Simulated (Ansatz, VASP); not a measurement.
# One calculation of MgI2, two programs

```xyz
3
Lattice="4.1400 0.0000 0.0000 -2.0700 3.5853 0.0000 0.0000 0.0000 6.8800" Properties=species:S:1:pos:R:3 pbc="T T T"
I     2.0700    1.1951    5.1600
I     0.0000    2.3902    1.7200
Mg    0.0000    0.0000    0.0000
```

Alike in both runs: task relaxation of cell and atoms; functional r2SCAN; k mesh 8 × 8 × 4; occupations fermi-dirac, width 0.05 eV; no spin polarisation.

|  | VASP | Ansatz |
| --- | --- | --- |
| version | VASP 6.6.1 | Ansatz 0.2.0 |
| potentials or method | VASP PAW PBE potentials, release 64 (I, Mg) | Ansatz PAW |
| plane-wave cutoff (eV) | 600 | 500 |
| valence electrons in the cell | 16 | 44 |

```csv
,VASP,Ansatz,Ansatz less VASP
"gap on the k mesh at the Fermi level, each at its own relaxed structure (eV)",4.22,4.24,+0.025
relaxed volume (Å³/atom),36.11,36.28,+0.163
relaxed cell length with the largest relative difference (Å),7.150,7.171,+0.0209
```

VASP's potentials were made for PBE, not for r2SCAN. VASP's potentials hold 16 valence electrons a cell and Ansatz's 44, so a difference there can come from the potentials and not from the codes.

Spin-orbit coupling is off throughout. Noted on Ansatz's run: the plane-wave basis is chosen anew once the cell has moved, so the energies of steps on either side of that aren't comparable.
